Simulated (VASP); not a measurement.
# Na (P6_3/mmc) in VASP: further runs

The runs below take Na through single point, with LDA.

All numbers are computed with VASP 6.6.1; they aren't measurements. Logs are shortened: lines on timing, memory, paths and dates and some standing lists are left out, and cuts for length are marked.

## (1) The cell of the first run

Symmetry: P6_3/mmc, No. 194, hexagonal system. The conventional cell has a = 3.468 Å, b = 3.468 Å, c = 5.663 Å, α = 90.00°, β = 90.00°, γ = 120.00°. Na (site symmetry -6m2) has 12 Na at 3.47 Å within 4.6 Å.

This isn't the form of Na at room conditions, which is bcc.

## (2) Single point, LDA (29.49 Å³/atom)

File INCAR:

```
SYSTEM = Na
  PREC = Accurate
  ENCUT = 520
  EDIFF = 1E-6
  ISMEAR = -1
  SIGMA = 0.1
  LREAL = .False.
  LASPH = .True.
  NELM = 60
  ALGO = Normal
  ISIF = 2
  LWAVE = .False.
  LCHARG = .True.
  LELF = .True.
  LVHAR = .True.
  NBANDS = 14
```

File KPOINTS:

```
Automatic mesh
0
Gamma
  11 11 6
  0 0 0
```

File POSCAR:

```
Na
1.0
    3.4682648372      0.0000000000      0.0000000000
   -1.7341324186      3.0036054560      0.0000000000
    0.0000000000      0.0000000000      5.6626560182
Na
2
Direct
    0.3333333333      0.6666666667      0.2500000000
    0.6666666667      0.3333333333      0.7500000000
```

Potentials or basis: VASP PAW LDA potentials, release 64 (Na_pv).

Launch:

```sh
$ cat potpaw_LDA.64/Na_pv/POTCAR > POTCAR
$ mpirun -np 1 vasp_std > vasp.out
```

OUTCAR:

```text
SYSTEM = Na
   PREC = Accurate
   ENCUT = 520
   EDIFF = 1E-6
   ISMEAR = -1
   LREAL = .False.
   LASPH = .True.
   NELM = 60
   ISIF = 2

 ion  position               nearest neighbor table
   1  0.333  0.667  0.250-
   2  0.667  0.333  0.750-

  LATTYP: Found a hexagonal cell.
 ALAT       =     3.4682648372
 C/A-ratio  =     1.6327057719

  Lattice vectors:

 A1 = (   3.4682648372,   0.0000000000,   0.0000000000)
 A2 = (  -1.7341324186,   3.0036054560,   0.0000000000)
 A3 = (   0.0000000000,   0.0000000000,   5.6626560182)

Analysis of symmetry for initial positions (statically):
=====================================================================
 Subroutine PRICEL returns:
 Original cell was already a primitive cell.

 Routine SETGRP: Setting up the symmetry group for a
 hexagonal supercell.

 Subroutine GETGRP returns: Found 24 space group operations
 (whereof 12 operations were pure point group operations)
 out of a pool of 24 trial point group operations.

The static configuration has the point symmetry D_3d.
 The point group associated with its full space group is D_6h.

Analysis of symmetry for dynamics (positions and initial velocities):
=====================================================================
 Subroutine PRICEL returns:
 Original cell was already a primitive cell.

 Routine SETGRP: Setting up the symmetry group for a
 hexagonal supercell.

 Subroutine GETGRP returns: Found 24 space group operations
 (whereof 12 operations were pure point group operations)
 out of a pool of 24 trial point group operations.

The dynamic configuration has the point symmetry D_3d.
 The point group associated with its full space group is D_6h.

 Subroutine INISYM returns: Found 24 space group operations
 (whereof 12 operations are pure point group operations),
 and found     1 'primitive' translations

----------------------------------------------------------------------------------------

                                     Primitive cell

  volume of cell :      58.9896

  direct lattice vectors                    reciprocal lattice vectors
     3.468264837  0.000000000  0.000000000     0.288328616  0.166466604  0.000000000
    -1.734132419  3.003605456  0.000000000     0.000000000  0.332933208  0.000000000
     0.000000000  0.000000000  5.662656018     0.000000000  0.000000000  0.176595576

  length of vectors
     3.468264837  3.468264837  5.662656018     0.332933208  0.332933208  0.176595576

  position of ions in fractional coordinates (direct lattice)
     0.333333333  0.666666667  0.250000000
     0.666666667  0.333333333  0.750000000

  ion indices of the primitive-cell ions
   primitive index   ion index
                 1           1
                 2           2

----------------------------------------------------------------------------------------

 KPOINTS: Automatic mesh

Automatic generation of k-mesh.
 Grid dimensions read from file:
 generate k-points for:   11   11    6

 Generating k-lattice:

  Cartesian coordinates                     Fractional coordinates (reciprocal lattice)
     0.026211692  0.015133328  0.000000000     0.090909091 -0.000000000  0.000000000
     0.000000000  0.030266655  0.000000000     0.000000000  0.090909091  0.000000000
     0.000000000  0.000000000  0.029432596     0.000000000  0.000000000  0.166666667

  Length of vectors
     0.030266655  0.030266655  0.029432596

  Shift w.r.t. Gamma in fractional coordinates (k-lattice)
     0.000000000  0.000000000  0.000000000

 Subroutine IBZKPT returns following result:
 ===========================================

 Found     64 irreducible k-points:

 Following reciprocal coordinates:
            Coordinates               Weight
  0.000000  0.000000  0.000000      1.000000
  0.090909  0.000000  0.000000      6.000000
  0.181818  0.000000  0.000000      6.000000
  0.272727  0.000000  0.000000      6.000000
  0.363636 -0.000000  0.000000      6.000000
  0.454545 -0.000000  0.000000      6.000000
[... 16 lines left out ...]
  0.090909  0.090909  0.166667     12.000000
  0.181818  0.090909  0.166667     24.000000
 [... further k-points ...]
   k-points           NKPTS =     64   k-points in BZ     NKDIM =     64   number of bands    NBANDS=     14
   number of dos      NEDOS =    301   number of ions     NIONS =      2
   total plane-waves  NPLWV =  32928
   dimension x,y,z NGX =    28 NGY =   28 NGZ =   42
   dimension x,y,z NGXF=    56 NGYF=   56 NGZF=   84
   ions per type =               2
   NGX,Y,Z   is equivalent  to a cutoff of  13.42, 13.42, 12.33 a.u.
   NGXF,Y,Z  is equivalent  to a cutoff of  26.84, 26.84, 24.66 a.u.
 SYSTEM =  Na
   PREC   = accura    normal or accurate (medium, high low for compatibility)
   ISTART =      0    job   : 0-new  1-cont  2-samecut
   ICHARG =      2    charge: 1-file 2-atom 10-const
   ISPIN  =      1    spin polarized calculation?
   LNONCOLLINEAR =      F non collinear calculations
   LSORBIT =      F    spin-orbit coupling
   LASPH  =      T    aspherical Exc in radial PAW
   ENCUT  =  520.0 eV  38.22 Ry    6.18 a.u.   6.45  6.45 10.53*2*pi/ulx,y,z
   NELM   =     60;   NELMIN=  2; NELMDL= -5     # of ELM steps
   EDIFF  = 0.1E-05   stopping-criterion for ELM
   LREAL  =      F    real-space projection
   EDIFFG = 0.1E-04   stopping-criterion for IOM
   NSW    =      0    number of steps for IOM
   IBRION =     -1    ionic relax: 0-MD 1-quasi-New 2-CG
   NFREE  =      0    steps in history (QN), initial steepest desc. (CG)
   ISIF   =      2    stress and relaxation
   ISYM   =      2    0-nonsym 1-usesym 2-fastsym
   POTIM  = 0.5000    time-step for ionic-motion
   TEBEG  =    0.0;   TEEND  =   0.0 temperature during run
   PSTRESS=    0.0 pullay stress
   NELECT =      14.0000    total number of electrons
   NUPDOWN=      -1.0000    fix difference up-down
   EMIN   =  10.00;   EMAX   =-10.00  energy-range for DOS
   EFERMI =   0.00;   METHOD = LEGACY
   ISMEAR =    -1;   SIGMA  =   0.10  broadening in eV -4-tet -1-fermi 0-gaus
   EFERMI_NEDOS =   21; number of points for ismear=-14 and -15
   IALGO  =     38    algorithm
   IMIX   =      4    mixing-type and parameters
     AMIX     =   0.40;   BMIX     =  1.00
     AMIX_MAG =   1.60;   BMIX_MAG =  1.00
  volume/ion in A,a.u.               =      29.49       199.04
  Fermi-wavevector in a.u.,A,eV,Ry     =   1.013582  1.915393 13.977936  1.027349
  Thomas-Fermi vector in A             =   2.146760
   LORBIT       =      0    0 simple, 1 ext, 2 COOP (PROOUT), +10 PAW based schemes
   GGA     = CA    functional components
   LHFCALC =     F    Hartree Fock is set to
   AEXX    =    0.0000 exact exchange contribution
   IVDW    =     0    specifies the selected vdW correction
   LEPSILON=     F    determine dielectric tensor
   LRPA    =     F    only Hartree local field effects (RPA)
 non-spin polarized calculation
  energy-cutoff  :      520.00
  volume of cell :       58.99
 maximum number of plane-waves:      1617
 NGX is ok and might be reduce to    28
   NGX = 13   NGY = 13   NGZ = 21

 number of electron      13.9999991 magnetization

 Free energy of the ion-electron system (eV)
  ---------------------------------------------------
  ext. energy  EPLUGINS =         0.00000000
  ---------------------------------------------------
  free energy    TOTEN  =        -2.88903991 eV

  energy without entropy =       -2.85701027  energy(sigma->0) =       -2.87302509

 E-fermi :   0.9037     XC(G=0):  -7.4041

 val. band max:        0.8796831021   @ k =   0.1818   0.0000   0.1667
 cond. band min:       0.9219927135   @ k =   0.2727   0.2727   0.1667
 fundamental gap:      0.0423096114
 Fermi energy:         0.9036677148

 k-point     1 :       0.0000    0.0000    0.0000
  band No.  band energies     occupation
      1     -23.9884      2.00000
      2     -23.9199      2.00000
      3     -23.9199      2.00000
      4     -23.9093      2.00000
      5     -23.9093      2.00000
      6     -23.9087      2.00000
      7      -2.9187      2.00000
      8       1.4875      0.00581
      9       2.0382      0.00002
     10      12.1487      0.00000
     11      12.1487      0.00000
     12      12.7072      0.00000
     13      12.7585      0.00000
     14      12.7585      0.00000

 k-point     2 :       0.0909    0.0000    0.0000
  band No.  band energies     occupation
      1     -23.9862      2.00000
      2     -23.9246      2.00000
      3     -23.9214      2.00000
      4     -23.9143      2.00000
      5     -23.9101      2.00000
      6     -23.9094      2.00000
      7      -2.7748      2.00000
      8       1.6090      0.00173
      9       2.1765      0.00001
     10      10.1416      0.00000
     11      11.3442      0.00000
     12      11.7935      0.00000
     13      13.6061      0.00000
     14      13.6745      0.00000

 k-point     3 :       0.1818    0.0000    0.0000
  band No.  band energies     occupation
      1     -23.9801      2.00000
      2     -23.9375      2.00000
      3     -23.9273      2.00000
      4     -23.9253      2.00000
      5     -23.9122      2.00000
      6     -23.9118      2.00000
      7      -2.3460      2.00000
      8       1.9745      0.00004
      9       2.5812      0.00000
     10       7.8631      0.00000
     11      10.4939      0.00000
     12      10.4980      0.00000
     13      11.6228      0.00000
     14      13.2639      0.00000
[... 324 lines left out ...]
 k-point    23 :       0.0909    0.0909    0.1667
  band No.  band energies     occupation
      1     -23.9780      2.00000
      2     -23.9312      2.00000
      3     -23.9282      2.00000
      4     -23.9221      2.00000
      5     -23.9130      2.00000
      6     -23.9129      2.00000
      7      -2.3537      2.00000
      8       0.7486      1.65014
      9       3.7631      0.00000
     10       8.9123      0.00000
     11       9.5258      0.00000
     12      11.5721      0.00000
     13      11.8332      0.00000
     14      12.5410      0.00000

 k-point    24 :       0.1818    0.0909    0.1667
  band No.  band energies     occupation
      1     -23.9727      2.00000
      2     -23.9444      2.00000
      3     -23.9412      2.00000
      4     -23.9275      2.00000
      5     -23.9169      2.00000
      6     -23.9152      2.00000
      7      -1.7890      2.00000
      8       1.2704      0.04983
      9       4.2327      0.00000
     10       6.9620      0.00000
     11       8.3606      0.00000
     12       9.8578      0.00000
     13      11.0558      0.00000
     14      12.1557      0.00000

 [... further k-points ...]

------------------------ aborting loop because EDIFF is reached ----------------------------------------

  FORCE on cell =-STRESS in cart. coord.  units (eV):
  Direction    XX          YY          ZZ          XY          YZ          ZX
  --------------------------------------------------------------------------------------
  -------------------------------------------------------------------------------------
  Total        0.4983446      0.4983446      0.5978547      0.0000000      0.0000000      0.0000000
  in kB       13.5352116     13.5352116     16.2379389      0.0000000      0.0000000      0.0000000
  external PRESSURE =      14.4361207 kB  Pullay stress =       0.0000000 kB

 VOLUME and BASIS-vectors are now :
 -----------------------------------------------------------------------------
  energy-cutoff  :      520.00
  volume of cell :       58.99
      direct lattice vectors                 reciprocal lattice vectors
     3.468264837  0.000000000  0.000000000     0.288328616  0.166466604  0.000000000
    -1.734132419  3.003605456  0.000000000     0.000000000  0.332933208  0.000000000
     0.000000000  0.000000000  5.662656018     0.000000000  0.000000000  0.176595576

 POSITION                                       TOTAL-FORCE (eV/Angst)
 -----------------------------------------------------------------------------------
     -0.00000      2.00240      1.41566        -0.000000     -0.000000      0.000000
      1.73413      1.00120      4.24699         0.000000      0.000000      0.000000
 -----------------------------------------------------------------------------------
    total drift:                               -0.000000      0.000000     -0.000000

  FREE ENERGIE OF THE ION-ELECTRON SYSTEM (eV)
  ---------------------------------------------------
  free  energy   TOTEN  =        -2.8890399111 eV

  energy  without entropy=       -2.8570102738  energy(sigma->0) =       -2.87302509
```

Wall time 46 s (1 thread of Intel Xeon 8259CL, shared host); peak memory 0.16 GiB.

What came out:

```yaml
Free_energy: -2.8890 eV
Pressure: 1.4 GPa
Band_gap_on_the_k_mesh: zero (bands 7 and 8 overlap by 4.60 eV)
```

Stress tensor (GPa, compression positive):
```
1.35 0.00 0.00
0.00 1.35 0.00
0.00 0.00 1.62
```

Levels at points of the mesh, in eV from the Fermi level:
```csv
k point,band 3,band 4,band 5,band 6,band 7,band 8,band 9,band 10,band 11,band 12
"(0.00, 0.00, 0.00)",-24.82,-24.81,-24.81,-24.81,-3.82,0.58,1.13,11.25,11.25,11.80
"(0.00, 0.00, 0.50)",-24.82,-24.82,-24.82,-24.82,-2.61,-2.61,6.28,6.28,11.86,11.86
```

## (3) Single point, LDA (30.84 Å³/atom)

This run uses another cell than the first one, of 30.84 Å³/atom.

File INCAR:

```
SYSTEM = Na
PREC     = Accurate       ! precision mode
ENCUT    = 520            ! plane-wave cutoff, eV
EDIFF    = 1E-6           ! SCF threshold, eV
ISMEAR   = -1             ! smearing method
SIGMA    = 0.1            ! smearing width, eV
LREAL    = .False.        ! projectors in reciprocal space
LASPH    = .True.         ! aspherical terms in the spheres
NELM     = 60             ! most SCF steps
ALGO     = Normal         ! electronic algorithm
ISIF     = 2              ! what is computed and relaxed
LWAVE    = .False.        ! write WAVECAR
LCHARG   = .False.        ! write CHGCAR
NBANDS   = 14             ! bands
```

KPOINTS is that of step 2.

File POSCAR:

```
Na
1.0
    3.5200376169      0.0000000000      0.0000000000
   -1.7600188084      3.0484419985      0.0000000000
    0.0000000000      0.0000000000      5.7471857344
Na
2
Direct
    0.3333333333      0.6666666667      0.2500000000
    0.6666666667      0.3333333333      0.7500000000
```

Potentials or basis: VASP PAW LDA potentials, release 64 (Na_pv).

Launch:

```sh
$ cat potpaw_LDA.64/Na_pv/POTCAR > POTCAR
$ mpirun -np 1 vasp_std > vasp.out
```

Run time: 48 s. Hardware: 1 thread of Intel Xeon 8259CL, shared host; peak memory 0.17 GiB.

The run converged. Its results:

```yaml
Free_energy: -2.9082 eV
Pressure: 0.9 GPa
Band_gap_on_the_k_mesh: zero (bands 7 and 8 overlap by 4.49 eV)
```

Stress tensor (GPa, compression positive):
```
0.79 0.00 0.00
0.00 0.79 0.00
0.00 0.00 1.03
```

Levels at points of the mesh, in eV from the Fermi level:
```
           k point  band 3  band 4  band 5  band 6  band 7  band 8  band 9  band 10  band 11  band 12
(0.00, 0.00, 0.00)  -24.84  -24.83  -24.83  -24.83   -3.71    0.58    1.09    10.98    10.98    11.53
(0.00, 0.00, 0.50)  -24.84  -24.84  -24.84  -24.84   -2.54   -2.54    6.12     6.12    11.59    11.59
```

## (4) Single point, LDA (33.52 Å³/atom)

This run uses another cell than the first one, of 33.52 Å³/atom.

File INCAR:

```
PREC     = Accurate       # precision mode
ENCUT    = 520            # plane-wave cutoff, eV
EDIFF    = 1E-6           # SCF threshold, eV
ISMEAR   = -1             # smearing method
SIGMA    = 0.1            # smearing width, eV
LREAL    = F              # projectors in reciprocal space
LASPH    = T              # aspherical terms in the spheres
NELM     = 80             # most SCF steps
ALGO     = Normal         # electronic algorithm
ISIF     = 2              # what is computed and relaxed
LWAVE    = F              # write WAVECAR
LCHARG   = F              # write CHGCAR
NBANDS   = 14             # bands
```

File KPOINTS:

```
Automatic mesh
0
Gamma
  11 11 6
```

File POSCAR:

```
Na
1.0
    3.6192453809      0.0000000000      0.0000000000
   -1.8096226905      3.1343584424      0.0000000000
    0.0000000000      0.0000000000      5.9091628235
Na
2
Direct
    0.3333333333      0.6666666667      0.2500000000
    0.6666666667      0.3333333333      0.7500000000
```

Launch:

```sh
$ cat potpaw_LDA.64/Na_pv/POTCAR > POTCAR
$ mpirun -np 1 vasp_std > vasp.out
```

It took 60 s on 1 thread of Intel Xeon 8259CL, shared host; peak memory 0.18 GiB.

Results (log left out):

```yaml
Free_energy: -2.9213 eV
Pressure: 0.0 GPa
Band_gap_on_the_k_mesh: zero (bands 7 and 8 overlap by 4.28 eV)
```

Stress tensor (GPa, compression positive):
```
-0.06  0.00  0.00
 0.00 -0.06  0.00
 0.00  0.00  0.13
```

Levels at points of the mesh, in eV from the Fermi level:
| k point | band 5 | band 6 | band 7 | band 8 | band 9 | band 10 |
| --- | --- | --- | --- | --- | --- | --- |
| (0.00, 0.00, 0.00) | -24.88 | -24.88 | -3.52 | 0.57 | 1.00 | 10.50 |
| (0.00, 0.00, 0.50) | -24.88 | -24.88 | -2.41 | -2.41 | 5.83 | 5.83 |

## (5) Summary

| cell | gap on the mesh (eV) | pressure (GPa) |
| --- | --- | --- |
| a = 3.468, b = 3.468, c = 5.663 Å, angles 90.0, 90.0, 120.0°, 2 atoms | none | 1.4 |
| a = 3.520, b = 3.520, c = 5.747 Å, angles 90.0, 90.0, 120.0°, 2 atoms | none | 0.9 |
| a = 3.619, b = 3.619, c = 5.909 Å, angles 90.0, 90.0, 120.0°, 2 atoms | none | 0.0 |

Alike in all rows: task single point; level LDA; potentials or basis VASP PAW LDA potentials, release 64 (Na_pv); no spin polarisation; k mesh 11 × 11 × 6; cutoff (eV) 520; smearing fermi-dirac 0.1 eV.

Absolute energies hang on the potentials; compare differences alone.

The gap in the log of VASP goes by the Fermi energy; the results here count the filled bands.